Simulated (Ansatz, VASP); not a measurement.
# Na2W in VASP and in Ansatz

File INCAR:

```
ALGO     = Normal         # electronic algorithm
EDIFF    = 1E-6           # SCF threshold, eV
ENCUT    = 520            # plane-wave cutoff, eV
GGA      = PS             # functional
ISIF     = 2              # what is computed and relaxed
ISMEAR   = 1              # smearing method
LASPH    = True           # aspherical terms in the spheres
LCHARG   = False          # write CHGCAR
LREAL    = False          # projectors in reciprocal space
LWAVE    = False          # write WAVECAR
NBANDS   = 52             # bands
NELM     = 60             # most SCF steps
PREC     = Accurate       # precision mode
SIGMA    = 0.0782         # smearing width, eV
```

File KPOINTS:

```
k-points
0
Gamma
  6 6 4
```

The input POSCAR:

```
Na2W
1.0
    5.1886766200      0.0000000000      0.0000000000
   -2.5943378100      4.4935307500      0.0000000000
    0.0000000000      0.0000000000      7.2276241300
W Na
3 6
Direct
    0.5000000000      0.5000000000      0.1667000000
    0.0000000000      0.5000000000      0.8333700000
    0.5000000000      0.0000000000      0.5000300000
    0.8382000000      0.1618000000      0.1667000000
    0.6764000000      0.8382000000      0.8333700000
    0.8382000000      0.6764000000      0.5000300000
    0.1618000000      0.8382000000      0.1667000000
    0.3236000000      0.1618000000      0.8333700000
    0.1618000000      0.3236000000      0.5000300000
```

Input for Ansatz:

```yaml
crystal:
  lattice:
    - [5.18867662, 0.0, 0.0]
    - [-2.59433781, 4.49353075, 0.0]
    - [0.0, 0.0, 7.22762413]
  atoms:
    - { symbol: W, position: [0.5, 0.5, 0.1667] }
    - { symbol: W, position: [0.0, 0.5, 0.83337] }
    - { symbol: W, position: [0.5, 0.0, 0.50003] }
    - { symbol: Na, position: [0.8382, 0.1618, 0.1667] }
    - { symbol: Na, position: [0.6764, 0.8382, 0.83337] }
    - { symbol: Na, position: [0.8382, 0.6764, 0.50003] }
    - { symbol: Na, position: [0.1618, 0.8382, 0.1667] }
    - { symbol: Na, position: [0.3236, 0.1618, 0.83337] }
    - { symbol: Na, position: [0.1618, 0.3236, 0.50003] }
  symmetry: { tolerance: 0.0003 }
kpoints:
  mp_grid: { grid: [6, 6, 4], shift: [0, 0, 0] }
  band_path:
    path:
      - [0.0, 0.0, 0.0]
      - [0.5, 0.0, 0.0]
      - [0.33333333, 0.33333333, 0.0]
      - [0.0, 0.0, 0.0]
      - [0.0, 0.0, 0.5]
      - [0.5, 0.0, 0.5]
      - [0.33333333, 0.33333333, 0.5]
      - [0.0, 0.0, 0.5]
      - [0.5, 0.0, 0.5]
      - [0.5, 0.0, 0.0]
      - [0.33333333, 0.33333333, 0.5]
    npoints: 6
magnetization:
  spin_polarized: false
scf:
  occupations: { method: methfessel_paxton, width: 0.0782 }
  lower_state_search: "off"
  max_iter: 200
hamiltonian:
  pseudopotentials: { kind: paw }
  xc: pbesol
basis:
  ecutwfc: 420
  fft_grid_basis: typed
output:
  forces: true
  stress: true
  eigenvalues: true
  bader: true
  populations: true
  elf: true
  write_potential: true
  volumetric_format: npy
  dos:
    e_range: [-12, 8]
    de: 0.05
    projected: { site_lists: { Na: [Na], W: [W] } }
checkpoint:
  read: saved_state
```

Alike in both runs: task single point; functional PBEsol; k mesh 6 × 6 × 4; occupations methfessel-paxton of order 1, width 0.0782 eV; no spin polarisation.

|  | VASP | Ansatz |
| --- | --- | --- |
| version | VASP 6.6.1 | Ansatz 0.2.0 |
| potentials or method | VASP PAW PBE potentials, release 64 (W_sv, Na_pv), cutoff 520 eV | PAW plane waves |
| valence electrons in the cell | 84 | 96 |

VASP gave:

| Quantity | Value |
| --- | --- |
| pressure (GPa) | 4.5 |
| traceless stress, the component that is largest in VASP (GPa) | -2.39 |
| rms of the force components (eV/Å) | 0.013 |

Problem. Which values does Ansatz return?

Solution. Pressure (GPa): 4.4; traceless stress, the component that is largest in VASP (GPa): -2.42; rms of the force components (eV/Å): 0.013.

VASP's potentials were made for PBE, not for PBEsol. Atom by atom the forces differ by 0.000 eV/Å (rms over components). VASP's potentials hold 84 valence electrons a cell and Ansatz's 96, so a difference there can come from the potentials and not from the codes. Ansatz's warnings: structure snapped to symmetry.

Spin-orbit coupling is off throughout.
